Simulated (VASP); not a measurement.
A run of VASP 6.6.1 is set up as follows.

INCAR

```
PREC = Accurate
ENCUT = 520
EDIFF = 1E-7
ISMEAR = 0
SIGMA = 0.1
LREAL = F
LASPH = T
NELM = 80
ALGO = Normal
ISIF = 2
LWAVE = F
LCHARG = F
GGA = PE
NBANDS = 16
```

Contents of KPOINTS:

```
Automatic mesh
0
Gamma
  6 6 4
```

Contents of POSCAR:

```
TaAl2
1.0
    2.8185154503      0.0000000000      0.0000000000
    0.0000000000      2.8185154503      0.0000000000
    0.0000000000      0.0000000000      6.7845095125
Ta Al
1 2
Direct
    0.0000000000      0.0000000000      0.0000000000
    0.5000000000      0.5000000000      0.6919722602
    0.5000000000      0.5000000000      0.3080277398
```

Potentials or basis: VASP PAW PBE potentials, release 64 (Ta_pv, Al).

Command:

```console
$ cat potpaw_PBE.64/Ta_pv/POTCAR potpaw_PBE.64/Al/POTCAR > POTCAR
$ mpirun -np 1 vasp_std > vasp.out
```

Q: Predict the pressure.

A: 0.0 GPa.

Q: Estimate the largest force.

A: 0.008 eV/Å.

Forces in eV/Å, atoms in the order of the input:
```
Ta   0.000  0.000  0.000
Al   0.000  0.000  0.008
Al   0.000  0.000 -0.008
```

Caveat: the k points lie up to 0.37 Å⁻¹ apart.
